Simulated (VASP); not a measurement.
Mg3SnO4:

```
Mg Sn O
1.0
     3.20000    0.00000    0.00000
     0.00000    3.20000    0.00000
     0.00000    0.00000   19.50000
Mg Sn O
6 2 8
Direct
  0.50000 0.00000 0.16200
  0.50000 0.00000 0.73000
  0.50000 0.00000 0.94600
  0.00000 0.50000 0.83800
  0.00000 0.50000 0.27000
  0.00000 0.50000 0.05400
  0.50000 0.00000 0.38500
  0.00000 0.50000 0.61500
  0.50000 0.00000 0.05400
  0.50000 0.00000 0.27000
  0.50000 0.00000 0.63000
  0.50000 0.00000 0.83800
  0.00000 0.50000 0.94600
  0.00000 0.50000 0.37000
  0.00000 0.50000 0.16200
  0.00000 0.50000 0.73000
```

| Quantity | Value |
| --- | --- |
| Program | VASP 6.6.1 |
| Task | relaxation of cell and atoms |
| Functional | PBE |
| Potentials or basis | VASP PAW PBE potentials, release 64 (Mg, Sn_d, O) |
| Cutoff | 600 eV |
| k mesh | 4 × 4 × 1 |
| Occupations | gaussian, width 0.15 eV |
| Spin | no spin polarisation |

At the start: pressure 0.9 GPa; volume 12.48 Å³/atom.

Q: Where does the relaxation end?

A: Over 17 steps the energy falls by 70.6 meV/atom and the volume is 11.70 Å³/atom (-6.2 %); space group P4/nmm (No. 129, to 0.1 Å) before and after.

The path:
```csv
step,energy change (eV),largest force (eV/Å),pressure (GPa),volume (Å³)
1,0.0000,2.8790,0.91,199.68
2,-0.6921,0.9219,-3.70,201.73
3,-0.7238,0.9416,-4.72,202.30
4,-1.0213,0.5719,-0.66,191.86
5,-1.0275,0.6221,0.16,190.21
6,-1.0908,0.3208,0.67,188.34
7,-1.0922,0.3643,0.80,188.00
8,-1.1164,0.1392,-0.34,189.05
9,-1.1164,0.1394,-0.35,189.06
10,-1.1217,0.0902,-0.06,188.46
11,-1.1227,0.1087,0.10,188.13
12,-1.1228,0.1071,0.14,188.03
13,-1.1259,0.0813,-0.07,188.02
14,-1.1267,0.0882,-0.19,188.00
15,-1.1285,0.0877,0.06,187.44
16,-1.1285,0.0840,0.03,187.47
17,-1.1303,0.0545,0.08,187.23
```

Final structure:
```xyz
16
Lattice="3.0947 0.0000 0.0000 0.0000 3.0947 0.0000 0.0000 0.0000 19.5499" Properties=species:S:1:pos:R:3 pbc="T T T"
Mg    1.5474    0.0000    3.1098
Mg    1.5474    3.0947   14.3844
Mg    1.5474    0.0000   18.5177
Mg    0.0000    1.5474   16.4401
Mg    0.0000    1.5474    5.1655
Mg    0.0000    1.5474    1.0322
Sn    1.5474    3.0947    7.8882
Sn    3.0947    1.5474   11.6618
O     1.5474    0.0000    1.0380
O     1.5474    0.0000    5.2136
O     1.5474    0.0000   12.3740
O     1.5474    3.0947   16.4509
O     0.0000    1.5474   18.5120
O     0.0000    1.5474    7.1759
O     0.0000    1.5474    3.0990
O     3.0947    1.5474   14.3363
```

Caveat: the k points lie up to 0.51 Å⁻¹ apart in the final cell; the relaxation stopped at a loose force limit of 0.08 eV/Å, so its end isn't a converged minimum.
